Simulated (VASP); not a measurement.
# MgO (rock salt type) (Fm-3m) in VASP: notebook

MgO (rock salt type) is run at these levels: r2SCAN; tasks: single point.

Program: VASP 6.6.1. These are calculated values, not measurements. Logs are shortened: lines on timing, memory, paths and dates and some standing lists are left out, and cuts for length are marked.

### Step 1. The cell of the first run

The structure is cubic, space group Fm-3m (No. 225). The conventional cell has a = 4.268 Å, b = 4.268 Å, c = 4.268 Å, α = 90.00°, β = 90.00°, γ = 90.00°. Mg (site symmetry m-3m) has 6 O at 2.13 Å within 2.8 Å. Within 2.8 Å of O (site symmetry m-3m) lie 6 Mg at 2.13 Å.

### Step 2. Single point, r2SCAN

Contents of POSCAR:

```
MgO
1.0
    0.0000000000      2.1342162941      2.1342162941
    2.1342162941      0.0000000000      2.1342162941
    2.1342162941      2.1342162941      0.0000000000
Mg O
1 1
Direct
    0.0000000000      0.0000000000      0.0000000000
    0.5000000000      0.5000000000      0.5000000000
```

Contents of INCAR.step1:

```
SYSTEM = MgO
PREC     = Accurate       ! precision mode
ENCUT    = 520            ! plane-wave cutoff, eV
ISMEAR   = -1             ! smearing method
SIGMA    = 0.1            ! smearing width, eV
LREAL    = .FALSE.        ! projectors in reciprocal space
LASPH    = .TRUE.         ! aspherical terms in the spheres
NELM     = 100            ! most SCF steps
NBANDS   = 11             ! bands
GGA      = PE             ! functional
ALGO     = Normal         ! electronic algorithm
EDIFF    = 1E-4           ! SCF threshold, eV
LWAVE    = .TRUE.         ! write WAVECAR
LCHARG   = .FALSE.        ! write CHGCAR
```

Contents of INCAR.step2:

```
SYSTEM = MgO
PREC     = Accurate       ! precision mode
ENCUT    = 520            ! plane-wave cutoff, eV
EDIFF    = 1E-6           ! SCF threshold, eV
ISMEAR   = -1             ! smearing method
SIGMA    = 0.1            ! smearing width, eV
LREAL    = .FALSE.        ! projectors in reciprocal space
LASPH    = .TRUE.         ! aspherical terms in the spheres
NELM     = 100            ! most SCF steps
ALGO     = Normal         ! electronic algorithm
ISIF     = 2              ! what is computed and relaxed
LWAVE    = .FALSE.        ! write WAVECAR
LCHARG   = .FALSE.        ! write CHGCAR
METAGGA  = R2SCAN         ! meta-GGA
LMIXTAU  = .TRUE.       
NBANDS   = 11             ! bands
ISTART   = 1
```

Contents of KPOINTS:

```
Automatic mesh
0
G
  14 14 14
  0 0 0
```

Potentials or basis: VASP PAW PBE potentials, release 64 (Mg, O).

Started as:

```
$ cat potpaw_PBE.64/Mg/POTCAR potpaw_PBE.64/O/POTCAR > POTCAR
$ cp INCAR.step1 INCAR
$ mpirun -np 1 vasp_std > vasp.out
$ cp INCAR.step2 INCAR
$ mpirun -np 1 vasp_std > vasp.out
```

OUTCAR:

```text
SYSTEM = MgO
   PREC = Accurate
   ENCUT = 520
   EDIFF = 1E-6
   ISMEAR = -1
   LREAL = .FALSE.
   LASPH = .TRUE.
   NELM = 100
   ISIF = 2
   METAGGA = R2SCAN
   ISTART = 1

 ion  position               nearest neighbor table
   1  0.000  0.000  0.000-   2 2.13   2 2.13   2 2.13   2 2.13   2 2.13   2 2.13
   2  0.500  0.500  0.500-   1 2.13   1 2.13   1 2.13   1 2.13   1 2.13   1 2.13

  LATTYP: Found a face centered cubic cell.
 ALAT       =     4.2684325882

  Lattice vectors:

 A1 = (   0.0000000000,   2.1342162941,   2.1342162941)
 A2 = (   2.1342162941,   0.0000000000,   2.1342162941)
 A3 = (   2.1342162941,   2.1342162941,   0.0000000000)

Analysis of symmetry for initial positions (statically):
=====================================================================
 Subroutine PRICEL returns:
 Original cell was already a primitive cell.

 Routine SETGRP: Setting up the symmetry group for a
 face centered cubic supercell.

 Subroutine GETGRP returns: Found 48 space group operations
 (whereof 48 operations were pure point group operations)
 out of a pool of 48 trial point group operations.

The static configuration has the point symmetry O_h .

Analysis of symmetry for dynamics (positions and initial velocities):
=====================================================================
 Subroutine PRICEL returns:
 Original cell was already a primitive cell.

 Routine SETGRP: Setting up the symmetry group for a
 face centered cubic supercell.

 Subroutine GETGRP returns: Found 48 space group operations
 (whereof 48 operations were pure point group operations)
 out of a pool of 48 trial point group operations.

The dynamic configuration has the point symmetry O_h .

 Subroutine INISYM returns: Found 48 space group operations
 (whereof 48 operations are pure point group operations),
 and found     1 'primitive' translations

----------------------------------------------------------------------------------------

                                     Primitive cell

  volume of cell :      19.4422

  direct lattice vectors                    reciprocal lattice vectors
     0.000000000  2.134216294  2.134216294    -0.234278035  0.234278035  0.234278035
     2.134216294  0.000000000  2.134216294     0.234278035 -0.234278035  0.234278035
     2.134216294  2.134216294  0.000000000     0.234278035  0.234278035 -0.234278035

  length of vectors
     3.018237628  3.018237628  3.018237628     0.405781460  0.405781460  0.405781460

  position of ions in fractional coordinates (direct lattice)
     0.000000000  0.000000000  0.000000000
     0.500000000  0.500000000  0.500000000

  ion indices of the primitive-cell ions
   primitive index   ion index
                 1           1
                 2           2
[... 78 lines left out ...]
   ISIF   =      2    stress and relaxation
   ISYM   =      2    0-nonsym 1-usesym 2-fastsym
   POTIM  = 0.5000    time-step for ionic-motion
   TEBEG  =    0.0;   TEEND  =   0.0 temperature during run
   PSTRESS=    0.0 pullay stress
   NELECT =       8.0000    total number of electrons
   NUPDOWN=      -1.0000    fix difference up-down
   EMIN   =  10.00;   EMAX   =-10.00  energy-range for DOS
   EFERMI =   0.00;   METHOD = LEGACY
   ISMEAR =    -1;   SIGMA  =   0.10  broadening in eV -4-tet -1-fermi 0-gaus
   EFERMI_NEDOS =   21; number of points for ismear=-14 and -15
   IALGO  =     38    algorithm
   IMIX   =      4    mixing-type and parameters
     AMIX     =   0.40;   BMIX     =  1.00
     AMIX_MAG =   1.60;   BMIX_MAG =  1.00
  volume/ion in A,a.u.               =       9.72        65.60
  Fermi-wavevector in a.u.,A,eV,Ry     =   1.217652  2.301028 20.173026  1.482676
  Thomas-Fermi vector in A             =   2.352965
   LORBIT       =      0    0 simple, 1 ext, 2 COOP (PROOUT), +10 PAW based schemes
   METAGGA = R2SCAN    functional components
   LHFCALC =     F    Hartree Fock is set to
   AEXX    =    0.0000 exact exchange contribution
   IVDW    =     0    specifies the selected vdW correction
   LEPSILON=     F    determine dielectric tensor
   LRPA    =     F    only Hartree local field effects (RPA)
 non-spin polarized calculation
  energy-cutoff  :      520.00
  volume of cell :       19.44
 maximum number of plane-waves:       544
   NGX = 11   NGY = 11   NGZ = 11

 number of electron       8.0000002 magnetization

 Free energy of the ion-electron system (eV)
  ---------------------------------------------------
  ext. energy  EPLUGINS =         0.00000000
  ---------------------------------------------------
  free energy    TOTEN  =       -16.13697049 eV

  energy without entropy =      -16.13697049  energy(sigma->0) =      -16.13697049

 E-fermi :   4.5342     XC(G=0): -11.3914

 val. band max:        2.4899479403   @ k =   0.0000   0.0000   0.0000
 cond. band min:       7.7002619472   @ k =   0.0000   0.0000   0.0000
 fundamental gap:      5.2103140069
 Fermi energy:         4.5342416649

 k-point     1 :       0.0000    0.0000    0.0000
  band No.  band energies     occupation
      1     -15.5121      2.00000
      2       2.4899      2.00000
      3       2.4899      2.00000
      4       2.4899      2.00000
      5       7.7003      0.00000
      6      19.0869      0.00000
      7      19.0869      0.00000
      8      19.0869      0.00000
      9      23.1195      0.00000
     10      24.8447      0.00000
     11      24.8447      0.00000
[... 309 lines left out ...]
 k-point    24 :       0.2857    0.1429    0.0000
  band No.  band energies     occupation
      1     -14.8894      2.00000
      2      -0.0527      2.00000
      3       1.8814      2.00000
      4       1.9234      2.00000
      5      10.7101      0.00000
      6      15.2074      0.00000
      7      19.1950      0.00000
      8      20.2447      0.00000
      9      21.3689      0.00000
     10      25.5724      0.00000
     11      27.6802      0.00000

 [... further k-points ...]
[... 5 lines left out ...]
  --------------------------------------------------------------------------------------
  -------------------------------------------------------------------------------------
  Total       -0.9712887     -0.9712887     -0.9712887      0.0000000     -0.0000000      0.0000000
  in kB      -80.0412064    -80.0412064    -80.0412064      0.0000000     -0.0000000      0.0000000
  external PRESSURE =     -80.0412064 kB  Pullay stress =       0.0000000 kB

 VOLUME and BASIS-vectors are now :
 -----------------------------------------------------------------------------
  energy-cutoff  :      520.00
  volume of cell :       19.44
      direct lattice vectors                 reciprocal lattice vectors
     0.000000000  2.134216294  2.134216294    -0.234278035  0.234278035  0.234278035
     2.134216294  0.000000000  2.134216294     0.234278035 -0.234278035  0.234278035
     2.134216294  2.134216294  0.000000000     0.234278035  0.234278035 -0.234278035

 POSITION                                       TOTAL-FORCE (eV/Angst)
 -----------------------------------------------------------------------------------
      0.00000      0.00000      0.00000         0.000000      0.000000      0.000000
      2.13422      2.13422      2.13422        -0.000000     -0.000000      0.000000
 -----------------------------------------------------------------------------------
    total drift:                               -0.000000     -0.000000      0.000000

  FREE ENERGIE OF THE ION-ELECTRON SYSTEM (eV)
  ---------------------------------------------------
  free  energy   TOTEN  =       -16.1369704887 eV

  energy  without entropy=      -16.1369704886  energy(sigma->0) =      -16.13697049
```

OUTCAR.step1:

```text
SYSTEM = MgO
   PREC = Accurate
   ENCUT = 520
   ISMEAR = -1
   LREAL = .FALSE.
   LASPH = .TRUE.
[... 556 lines left out ...]
      0.00000      0.00000      0.00000        -0.000000     -0.000000      0.000000
      2.13422      2.13422      2.13422         0.000000      0.000000     -0.000000
 -----------------------------------------------------------------------------------
    total drift:                               -0.000000     -0.000000      0.000000

  FREE ENERGIE OF THE ION-ELECTRON SYSTEM (eV)
  ---------------------------------------------------
  free  energy   TOTEN  =       -11.9100890500 eV

  energy  without entropy=      -11.9100890499  energy(sigma->0) =      -11.91008905
```

OSZICAR.step1:

```text
N       E                     dE             d eps       ncg     rms          rms(c)
DAV:   1     0.137989614886E+02    0.13799E+02   -0.45777E+03  2640   0.638E+02
DAV:   2    -0.129060122573E+02   -0.26705E+02   -0.26002E+02  2607   0.136E+02
DAV:   3    -0.134648193713E+02   -0.55881E+00   -0.55842E+00  2757   0.170E+01
DAV:   4    -0.134662542347E+02   -0.14349E-02   -0.14348E-02  2504   0.980E-01
DAV:   5    -0.134662592248E+02   -0.49901E-05   -0.49901E-05  2592   0.561E-02    0.719E+00
DAV:   6    -0.119306223061E+02    0.15356E+01   -0.90908E+00  2369   0.163E+01    0.229E+00
DAV:   7    -0.119163282862E+02    0.14294E-01   -0.62782E-02  2510   0.219E+00    0.135E+00
DAV:   8    -0.119105135195E+02    0.58148E-02   -0.30534E-02  2405   0.194E+00    0.250E-01
DAV:   9    -0.119101103970E+02    0.40312E-03   -0.57762E-04  2600   0.169E-01    0.142E-01
DAV:  10    -0.119100890500E+02    0.21347E-04   -0.50444E-04  2417   0.168E-01
   1 F= -.11910089E+02 E0= -.11910089E+02  d E =-.103630E-09
```

Wall time 40 s (1 thread of Intel Xeon Platinum 8559C (Emerald Rapids), shared host); peak memory 0.15 GiB.

Results:

```yaml
Free_energy: -16.1370 eV
Pressure: -8.0 GPa
Band_gap_on_the_k_mesh: 5.21 eV
```

Caveat: the cell stands under tension; the PAW data sets were made with another functional, which shifts forces and pressure a little. A k mesh can miss the band edges.

### Step 3. Single point, r2SCAN

POSCAR is that of step 2.

Contents of INCAR.step1:

```
PREC = Accurate
ENCUT = 520
ISMEAR = -1
SIGMA = 0.1
LREAL = F
LASPH = T
NELM = 60
NBANDS = 11
GGA = PE
ALGO = Normal
EDIFF = 1E-4
LWAVE = T
LCHARG = F
```

Contents of INCAR.step2:

```
PREC = Accurate
ENCUT = 520
EDIFF = 1E-7
ISMEAR = -1
SIGMA = 0.1
LREAL = F
LASPH = T
NELM = 60
ALGO = Normal
ISIF = 2
LWAVE = F
LCHARG = T
METAGGA = R2SCAN
LMIXTAU = T
LELF = T
LVHAR = T
NBANDS = 11
ISTART = 1
```

Contents of KPOINTS:

```
Automatic mesh
0
Gamma
  14 14 14
```

Potentials or basis: VASP PAW PBE potentials, release 64 (Mg, O).

Started as:

```
$ cat potpaw_PBE.64/Mg/POTCAR potpaw_PBE.64/O/POTCAR > POTCAR
$ cp INCAR.step1 INCAR
$ mpirun -np 1 vasp_std > vasp.out
$ cp INCAR.step2 INCAR
$ mpirun -np 1 vasp_std > vasp.out
```

Wall time 46 s (1 thread of Intel Xeon Platinum 8559C (Emerald Rapids), shared host); peak memory 0.15 GiB.

Results (log left out):

- Free energy: -16.1370 eV
- Pressure: -8.0 GPa
- Band gap on the k mesh: 5.21 eV

Levels at points of the mesh, in eV from the valence-band top:
| k point | band 2 | band 3 | band 4 | band 5 | band 6 | band 7 |
| --- | --- | --- | --- | --- | --- | --- |
| (0.00, 0.00, 0.00) | 0.00 | 0.00 | 0.00 | 5.21 | 16.60 | 16.60 |
| (0.50, 0.00, 0.00) | -4.44 | -0.63 | -0.63 | 8.54 | 13.33 | 17.00 |
| (0.50, 0.50, 0.00) | -3.94 | -1.32 | -1.32 | 9.97 | 10.62 | 13.85 |

Caveat: the cell stands under tension; the PAW data sets were made with another functional, which shifts forces and pressure a little.

### Step 4. Single point, r2SCAN

This run uses another cell than the first one, of 10.01 Å³/atom.

Contents of POSCAR:

```
MgO
1.0
    0.0000000000      2.1551413176      2.1551413176
    2.1551413176      0.0000000000      2.1551413176
    2.1551413176      2.1551413176      0.0000000000
Mg O
1 1
Direct
    0.0000000000      0.0000000000      0.0000000000
    0.5000000000      0.5000000000      0.5000000000
```

INCAR.step1: that of step 3 with these lines changed.

```diff
@@ -6,3 +6,3 @@
 LASPH = T
-NELM = 60
+NELM = 100
 NBANDS = 11
```

Contents of INCAR.step2:

```
PREC = Accurate
ENCUT = 520
EDIFF = 1E-7
ISMEAR = -1
SIGMA = 0.1
LREAL = F
LASPH = T
NELM = 100
ALGO = Normal
ISIF = 2
LWAVE = F
LCHARG = F
METAGGA = R2SCAN
LMIXTAU = T
NBANDS = 11
ISTART = 1
```

Contents of KPOINTS:

```
regular mesh
0
Gamma
  14 14 14
```

Started as:

```
$ cat potpaw_PBE.64/Mg/POTCAR potpaw_PBE.64/O/POTCAR > POTCAR
$ cp INCAR.step1 INCAR
$ mpirun -np 1 vasp_std > vasp.out
$ cp INCAR.step2 INCAR
$ mpirun -np 1 vasp_std > vasp.out
```

Run time: 45 s. Hardware: 1 thread of Intel Xeon Platinum 8559C (Emerald Rapids), shared host; peak memory 0.15 GiB.

The run converged. Its results:

| Quantity | Value |
| --- | --- |
| Free energy | -16.1019 eV |
| Pressure | -11.8 GPa |
| Band gap on the k mesh | 4.93 eV |

Levels at points of the mesh, in eV from the valence-band top:
```csv
k point,band 1,band 2,band 3,band 4,band 5,band 6,band 7,band 8,band 9
"(0.00, 0.00, 0.00)",-17.86,0.00,0.00,0.00,4.93,16.42,16.42,16.42,20.37
"(0.50, 0.00, 0.00)",-16.78,-4.31,-0.60,-0.60,8.35,12.99,16.70,16.70,21.31
"(0.50, 0.50, 0.00)",-16.55,-3.82,-1.28,-1.28,9.93,10.30,13.53,19.29,19.29
```

Caveat: the cell stands under tension; the PAW data sets were made with another functional, which shifts forces and pressure a little. A k mesh can miss the band edges.
